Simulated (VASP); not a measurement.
Set up this calculation in VASP 6.6.1, as the native input.

| Item | Value |
| --- | --- |
| Task | single point |
| Functional | PBEsol |
| Potentials or basis | VASP PAW PBE potentials, release 64 (As, Se) |
| Cutoff | 520 eV |
| k mesh | 12 × 12 × 12 |
| Occupations | gaussian, width 0.15 eV |
| Spin | no spin polarisation |
| Dipole correction | no |
| Further INCAR settings | ALGO = Fast; EDIFF = 1e-06; NBANDS = 25 |

The structure of As2Se lies in POSCAR:

```
As2Se
1.0
   -3.4140141894      3.4140141894      2.7021168850
    3.4140141894     -3.4140141894      2.7021168850
    3.4140141894      3.4140141894     -2.7021168850
As Se
4 2
Direct
    0.8750000000      0.1250000000      0.7500000000
    0.3750000000      0.1250000000      0.2500000000
    0.8750000000      0.6250000000      0.7500000000
    0.8750000000      0.1250000000      0.2500000000
    0.5000000000      0.5000000000      0.0000000000
    0.2500000000      0.7500000000      0.5000000000
```

This cell differs from its parent crystal: ratio of the length along z to the lengths across it x 1.05, volume and fractional coordinates fixed.

One way to write it, as run:

INCAR

```
PREC = Accurate ; ENCUT = 520
EDIFF = 1E-6 ; ISMEAR = 0
SIGMA = 0.15 ; LREAL = False
LASPH = True ; NELM = 60
ALGO = Fast ; ISIF = 2
LWAVE = False ; LCHARG = False
GGA = PS ; NBANDS = 25
```

KPOINTS

```
regular mesh
0
Gamma
  12 12 12
```

Potentials or basis: VASP PAW PBE potentials, release 64 (As, Se).

Command:

```console
$ cat potpaw_PBE.64/As/POTCAR potpaw_PBE.64/Se/POTCAR > POTCAR
$ mpirun -np 1 vasp_std > vasp.out
```

Results of the run:

The pressure is -0.5 GPa and the band gap on the k mesh is zero (bands 16 and 17 overlap by 0.51 eV).

Caveat: the PAW data sets were made with another functional, which shifts forces and pressure a little.

It took 12 min on 1 thread of Oxide Virtual Turin-like Processor, with other jobs on the host, peak memory 0.53 GiB.
